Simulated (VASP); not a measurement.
The system is TaN.

```xyz
2
Lattice="0.0000 2.2113 2.2113 2.2113 0.0000 2.2113 2.2113 2.2113 0.0000" Properties=species:S:1:pos:R:3 pbc="T T T"
Ta    2.2113    2.2113    2.2113
N     0.0000    0.0000    0.0000
```

| Property | Result |
| --- | --- |
| Program | VASP 6.6.1 |
| Task | relaxation of cell and atoms |
| Functional | BLYP |
| Dispersion | D3(BJ) |
| Potentials or basis | VASP PAW PBE potentials, release 64 (Ta_pv, N) |
| Cutoff | 600 eV |
| k mesh | 10 × 10 × 10 |
| Occupations | fermi-dirac, width 0.05 eV |
| Spin | no spin polarisation |

At the start: pressure -4.9 GPa; volume 10.81 Å³/atom.

Q: Where does the relaxation end?

A: Over 3 steps the energy falls by 2.4 meV/atom and the volume is 10.66 Å³/atom (-1.4 %); space group Fm-3m (No. 225, to 0.05 Å).

The path:
| step | energy change (eV) | largest force (eV/Å) | pressure (GPa) | volume (Å³) |
| --- | --- | --- | --- | --- |
| 1 | 0.0000 | 0.0000 | -4.86 | 21.63 |
| 2 | 0.0205 | 0.0000 | 12.13 | 20.62 |
| 3 | -0.0049 | 0.0000 | -0.03 | 21.31 |

Final structure:
```xyz
2
Lattice="0.0000 2.2006 2.2006 2.2006 0.0000 2.2006 2.2006 2.2006 0.0000" Properties=species:S:1:pos:R:3 pbc="T T T"
Ta    2.2006    2.2006    2.2006
N     0.0000    0.0000    0.0000
```

Caveat: the PAW data sets were made with another functional, which shifts forces and pressure a little; pairwise dispersion overbinds metals, which lowers pressure and volume.
